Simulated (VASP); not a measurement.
Ge, 1 atom in the cell. It takes space group Im-3m (No. 229, cubic). Conventional cell: a = 2.720 Å, b = 2.720 Å, c = 2.720 Å, α = 90.00°, β = 90.00°, γ = 90.00°. Within 3.1 Å of Ge (site symmetry m-3m) lie 14 Ge at 2.36 to 2.72 Å.  This cell differs from its parent crystal: volume scaled by 0.52.

- Program: VASP 6.6.1
- Task: single point
- Functional: PBE
- Potentials or basis: VASP PAW PBE potentials, release 64 (Ge_d)
- Cutoff: 520 eV
- k mesh: 16 × 16 × 16
- Occupations: fermi-dirac, width 0.08 eV
- Spin: no spin polarisation
- Dipole correction: no
- Further INCAR settings: ALGO = Normal; EDIFF = 1e-07; NBANDS = 13

Potentials or basis: VASP PAW PBE potentials, release 64 (Ge_d).

The run is started by

```console
$ cat potpaw_PBE.64/Ge_d/POTCAR > POTCAR
$ mpirun -np 1 vasp_std > vasp.out
```

Hardware: 1 thread of Intel Xeon 6975P-C, with other jobs on the host.

**Question.** Estimate the wall time of this run.

**Answer.** Wall time 11 s on 1 thread of Intel Xeon 6975P-C, with other jobs on the host, peak memory 0.13 GiB. Counts: scf iterations 13, k points 145.
